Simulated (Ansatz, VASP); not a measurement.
Ta in VASP and in Ansatz

```
Ta
1.0
     4.69456    0.00000    0.00000
    -2.34728    4.06561    0.00000
     0.00000    0.00000   19.83310
Ta
5
Direct
  0.83333 0.16667 0.41541
  0.16667 0.83333 0.45603
  0.50000 0.50000 0.50000
  0.83333 0.16667 0.54397
  0.16667 0.83333 0.58459
```

Alike in both runs: functional PBE; k mesh 9 × 9 × 1; occupations fermi-dirac, width 0.08 eV; no spin polarisation.

Ansatz relaxed the structure, and its values are those at the end. VASP's run is a single point on that final structure, the one shown.

```csv
,VASP,Ansatz
version,VASP 6.6.1,Ansatz 0.2.0
potentials or method,"VASP PAW PBE potentials, release 64 (Ta_pv)","PAW with Ansatz's default frozen-core files, scalar-relativistic"
plane-wave cutoff (eV),520,420
valence electrons in the cell,55,65
```

Ansatz gave:

```
rms of the force components (eV/Å) : 0.001
```

Task: What did VASP give for the same quantities?

Result: rms of the force components (eV/Å): 0.007.

VASP's potentials hold 55 valence electrons a cell and Ansatz's 65, so a difference there can come from the potentials and not from the codes. Ansatz's warnings: stress scf threshold loose, xc potential rough in thin density.

Neither program's run includes spin-orbit coupling.
